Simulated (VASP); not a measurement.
A run of VASP 6.6.1 is set up as follows.

INCAR

```
SYSTEM = Si3N4
PREC = Accurate ; ENCUT = 520
EDIFF = 1E-6 ; ISMEAR = 0
SIGMA = 0.02 ; LREAL = .FALSE.
LASPH = .TRUE. ; NELM = 100
ALGO = Normal ; ISIF = 2
LWAVE = .FALSE. ; LCHARG = .TRUE.
GGA = PE ; LELF = .TRUE.
LVHAR = .TRUE. ; NBANDS = 45
```

Contents of KPOINTS:

```
regular mesh
0
G
  6 6 6
  0 0 0
```

File POSCAR:

```
Si3N4
1.0
    0.0000000000      3.9710030926      3.9710030926
    3.9710030926      0.0000000000      3.9710030926
    3.9710030926      3.9710030926      0.0000000000
Si N
6 8
Direct
    0.1250000000      0.1250000000      0.6250000000
    0.1250000000      0.6250000000      0.1250000000
    0.6250000000      0.1250000000      0.1250000000
    0.1250000000      0.1250000000      0.1250000000
    0.7500000000      0.7500000000      0.7500000000
    0.5000000000      0.5000000000      0.5000000000
    0.3671698263      0.3671698263      0.3671698263
    0.3515094788      0.8828301737      0.8828301737
    0.8828301737      0.8828301737      0.3515094788
    0.8828301737      0.3515094788      0.8828301737
    0.3671698263      0.3671698263      0.8984905212
    0.3671698263      0.8984905212      0.3671698263
    0.8828301737      0.8828301737      0.8828301737
    0.8984905212      0.3671698263      0.3671698263
```

Potentials or basis: VASP PAW PBE potentials, release 64 (Si, N).

Launch:

```console
$ cat potpaw_PBE.64/Si/POTCAR potpaw_PBE.64/N/POTCAR > POTCAR
$ mpirun -np 1 vasp_std > vasp.out
```

Q: What does it give for the band gap on the k mesh?

A: 3.11 eV (least direct gap 3.17 eV).

Q: Estimate the pressure.

A: -15.2 GPa.

Forces in eV/Å, atoms in the order of the input:
```
Si   0.000  0.000  0.000
Si   0.000  0.000  0.000
Si   0.000  0.000  0.000
Si   0.000  0.000  0.000
Si   0.000  0.000  0.000
Si   0.000  0.000  0.000
N    0.003  0.003  0.003
N   -0.003  0.003  0.003
N    0.003  0.003 -0.003
N    0.003 -0.003  0.003
N   -0.003 -0.003  0.003
N   -0.003  0.003 -0.003
N   -0.003 -0.003 -0.003
N    0.003 -0.003 -0.003
```

Caveat: the cell stands under tension. A k mesh can miss the band edges.
